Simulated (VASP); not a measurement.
Write the native input for VASP 6.6.1 that does the following.

```yaml
Task: relaxation of cell and atoms
Functional: PBE
Dispersion: D3(BJ)
Potentials_or_basis: VASP PAW PBE potentials, release 64 (In_d, As)
Cutoff: 600 eV
k_mesh: 3 × 3 × 3
Occupations: fermi-dirac, width 0.1 eV
Spin: no spin polarisation
Dipole_correction: no
Further_INCAR_settings: ALGO = Normal; EDIFF = 1e-06; IBRION = 2; EDIFFG = -0.02; NSW = 60; ISIF = 3
```

The structure of In3As lies in POSCAR:

```
In3As
1.0
    4.6716810000      0.0000000000      0.0000000000
    0.0000000000      4.6716810000      0.0000000000
    0.0000000000      0.0000000000      4.6716810000
In As
3 1
Direct
    0.0000000000      0.5000000000      0.5000000000
    0.5000000000      0.0000000000      0.5000000000
    0.5000000000      0.5000000000      0.0000000000
    0.0000000000      0.0000000000      0.0000000000
```

The input as run:

INCAR

```
PREC = Accurate ; ENCUT = 600
EDIFF = 1E-6 ; ISMEAR = -1
SIGMA = 0.1 ; LREAL = False
LASPH = True ; NELM = 80
ALGO = Normal ; ISIF = 3
LWAVE = False ; LCHARG = False
GGA = PE ; IVDW = 12
IBRION = 2 ; NSW = 60
EDIFFG = -0.02
```

KPOINTS

```
regular mesh
0
Gamma
  3 3 3
```

Potentials or basis: VASP PAW PBE potentials, release 64 (In_d, As).

The run is started by

```bash
$ cat potpaw_PBE.64/In_d/POTCAR potpaw_PBE.64/As/POTCAR > POTCAR
$ mpirun -np 1 vasp_std > vasp.out
```

Results of the run:

```yaml
Relaxed_volume: 24.56 Å³/atom
Relaxed_cell: a = 4.614 Å, b = 4.614 Å, c = 4.614 Å, α = 90.00°, β = 90.00°, γ = 90.00°
Space_group_after_relaxing_to_0.05_Å: Pm-3m (No. 221)
Energy_gained_by_relaxing: 5.1 meV/atom
Ionic_steps: 2
Pressure_after_relaxing: -0.1 GPa
Band_gap_on_the_k_mesh: zero (band 22 reaches 7.61 eV, above the bottom of band 23 at 7.06 eV)
Dispersion_energy_per_atom: -0.362 eV
```

Caveat: the k points lie up to 0.45 Å⁻¹ apart in the final cell; spin-orbit coupling is left out, which moves the levels of the heavy elements; pairwise dispersion overbinds metals, which lowers pressure and volume.

It took 29 s on 1 thread of Intel Xeon 6975P-C, on a shared host, peak memory 0.25 GiB.
